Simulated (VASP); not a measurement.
A run of VASP 6.6.1 is set up as follows.

The input INCAR:

```
SYSTEM = Ca3GeN
  PREC = Accurate
  ENCUT = 520
  EDIFF = 1E-6
  ISMEAR = 1
  SIGMA = 0.3
  LREAL = .False.
  LASPH = .True.
  NELM = 100
  ALGO = Normal
  ISIF = 2
  LWAVE = .False.
  LCHARG = .True.
  GGA = PS
  LELF = .True.
  LVHAR = .True.
  NBANDS = 32
```

File KPOINTS:

```
regular mesh
0
Gamma
  5 5 5
  0 0 0
```

The input POSCAR:

```
Ca3GeN
1.0
    4.7573000000      0.0000000000      0.0000000000
    0.0000000000      4.7573000000      0.0000000000
    0.0000000000      0.0000000000      4.7573000000
Ca Ge N
3 1 1
Direct
    0.0000000000      0.5000000000      0.5000000000
    0.5000000000      0.0000000000      0.5000000000
    0.5000000000      0.5000000000      0.0000000000
    0.0000000000      0.0000000000      0.0000000000
    0.5000000000      0.5000000000      0.5000000000
```

Potentials or basis: VASP PAW PBE potentials, release 64 (Ca_sv, Ge_d, N).

Run with:

```bash
$ cat potpaw_PBE.64/Ca_sv/POTCAR potpaw_PBE.64/Ge_d/POTCAR potpaw_PBE.64/N/POTCAR > POTCAR
$ mpirun -np 1 vasp_std > vasp.out
```

(1) Predict the pressure.

## Answers

(1) 0.2 GPa.

Caveat: the PAW data sets were made with another functional, which shifts forces and pressure a little.
